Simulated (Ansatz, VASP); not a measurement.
**BeS: VASP beside Ansatz**

INCAR

```
SYSTEM = BeS
PREC     = Accurate       ! precision mode
ENCUT    = 600            ! plane-wave cutoff, eV
EDIFF    = 1E-7           ! SCF threshold, eV
ISMEAR   = 0              ! smearing method
SIGMA    = 0.02           ! smearing width, eV
LREAL    = .False.        ! projectors in reciprocal space
LASPH    = .True.         ! aspherical terms in the spheres
NELM     = 120            ! most SCF steps
ALGO     = Normal         ! electronic algorithm
ISIF     = 3              ! what is computed and relaxed
LWAVE    = .False.        ! write WAVECAR
LCHARG   = .False.        ! write CHGCAR
GGA      = PE             ! functional
IBRION   = 2              ! ionic algorithm
NSW      = 100            ! ionic steps
EDIFFG   = -0.002         ! ionic threshold
GGA_COMPAT= .False.      
NELMIN   = 4
```

File KPOINTS:

```
Automatic mesh
0
Gamma
  8 8 8
  0 0 0
```

Contents of POSCAR:

```
BeS
1.0
    0.0000000000      2.4351516500      2.4351516500
    2.4351516500      0.0000000000      2.4351516500
    2.4351516500      2.4351516500      0.0000000000
Be S
1 1
Direct
    0.0000000000      0.0000000000      0.0000000000
    0.2500000000      0.2500000000      0.2500000000
```

Input for Ansatz:

```yaml
crystal:
  lattice:
    - [0.0, 2.43515165, 2.43515165]
    - [2.43515165, 0.0, 2.43515165]
    - [2.43515165, 2.43515165, 0.0]
  atoms:
    - { symbol: Be, position: [0.0, 0.0, 0.0] }
    - { symbol: S, position: [0.25, 0.25, 0.25] }
basis:
  ecutwfc: 420
kpoints:
  mp_grid: { grid: [8, 8, 8] }
hamiltonian:
  xc: pbe
  pseudopotentials: { kind: paw, azcp: { folder: soft_1 } }
scf:
  occupations: { method: gaussian, width: 0.02 }
output:
  forces: true
  stress: true
  eigenvalues: true
relax:
  adjacent_minimum: "off"
  f_tol: 0.002
  max_steps: 80
  cell: { stress_tol: 0.02 }
```

Alike in both runs: task relaxation of cell and atoms; functional PBE; k mesh 8 × 8 × 8; occupations gaussian, width 0.02 eV; no spin polarisation.

|  | VASP | Ansatz |
| --- | --- | --- |
| version | VASP 6.6.1 | Ansatz 0.2.0 |
| potentials or method | VASP PAW PBE potentials, release 64 (Be, S), cutoff 600 eV | scalar-relativistic, plane waves, PAW |
| valence electrons in the cell | 8 | 8 |

```tsv
	VASP	Ansatz	Ansatz less VASP
gap on the k mesh at the Fermi level, each at its own relaxed structure (eV)	3.15	3.15	-0.001
relaxed volume (Å³/atom)	14.50	14.49	-0.008
relaxed cell length with the largest relative difference (Å)	3.448	3.448	-0.0007
```
